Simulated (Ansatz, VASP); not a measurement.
Given: the input of a run of VASP 6.6.1 on SiF.

The input INCAR:

```
PREC = Accurate ; ENCUT = 520
EDIFF = 1E-6 ; ISMEAR = -1
SIGMA = 0.05 ; LREAL = False
LASPH = True ; NELM = 80
ALGO = Normal ; ISIF = 2
LWAVE = False ; LCHARG = True
GGA = PE ; LELF = True
LVHAR = True ; NBANDS = 12
```

Contents of KPOINTS:

```
regular mesh
0
Gamma
  12 12 12
```

Contents of POSCAR:

```
SiF
1.0
    1.3562151780      0.7830101136      3.9496094355
   -1.3562151780      0.7830101136      3.9496094355
    0.0000000000     -1.5660202273      3.9496094355
Si F
1 1
Direct
    0.5000000000      0.5000000000      0.5000000000
    0.0000000000      0.0000000000      0.0000000000
```

Potentials or basis: VASP PAW PBE potentials, release 64 (Si, F).

Command:

```sh
$ cat potpaw_PBE.64/Si/POTCAR potpaw_PBE.64/F/POTCAR > POTCAR
$ mpirun -np 1 vasp_std > vasp.out
```

Question: Translate it to Ansatz 0.2.0. Potentials there: all-electron LAPW, scalar-relativistic.

Answer: As run (the cutoff follows the program's own potentials):

File input.yaml:

```yaml
crystal:
  lattice:
    - [1.356215178, 0.7830101136, 3.9496094355]
    - [-1.356215178, 0.7830101136, 3.9496094355]
    - [0.0, -1.5660202273, 3.9496094355]
  atoms:
    - { symbol: Si, position: [0.5, 0.5, 0.5] }
    - { symbol: F, position: [0.0, 0.0, 0.0] }
kpoints:
  mp_grid: { grid: [12, 12, 12] }
scf:
  occupations: { method: fermi_dirac, width: 0.05 }
hamiltonian:
  xc: pbe
  pseudopotentials: { kind: all_electron, lapw: { basis_error: 0.0005 } }
output:
  forces: true
  stress: true
  eigenvalues: true
```

Potentials or basis: all-electron LAPW, scalar-relativistic.

Launch:

```sh
$ ansatz run input.yaml --threads 1 --pin off --max-ram 3072MiB --backend cpu --events-out ev --progress --plain --runs-dir out
```

Both were run:

|  | VASP | Ansatz | Ansatz less VASP |
| --- | --- | --- | --- |
| gap on the k mesh at the Fermi level (eV) | none | none | - |
| pressure (GPa) | -3.2 | -3.0 | +0.19 |
| traceless stress, the component that is largest in VASP (GPa) | -2.03 | -2.08 | -0.049 |

A gap of «none» marks a metal or a gap that the smearing closes. Ansatz ran all-electron here, and VASP with PAW potentials.
